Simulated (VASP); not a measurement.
Runs of VASP 6.6.1 on Cs. The structure is that of space group Fm-3m (No. 225), or close to it. The cells are those of the table. This isn't the form of Cs at room conditions, which is bcc.

| cell | gap on the mesh (eV) | pressure (GPa) |
| --- | --- | --- |
| a = 5.194 Å, angles 60.0°, 1 atom | none | 0.4 |
| a = 4.749 Å, angles 60.0°, 1 atom | none | (a) |
| a = 4.202 Å, angles 60.0°, 1 atom | none | 4.7 |
| a = 4.040 Å, angles 60.0°, 1 atom | none | 6.0 |

Alike in all rows: task single point; level PBE; potentials or basis VASP PAW PBE potentials, release 64 (Cs_sv); no spin polarisation; k mesh 10 × 10 × 10; cutoff (eV) 520; smearing fermi-dirac 0.05 eV.

Fill in the values left out.

(a) 1.6.

Caveats: spin-orbit coupling is left out, which moves the levels of the heavy elements; the cell stands under pressure (at least some runs).

A k mesh can miss the band edges, and the runs leave out spin-orbit coupling on Cs.

A gap of «none» marks levels without a gap at the run's occupations.
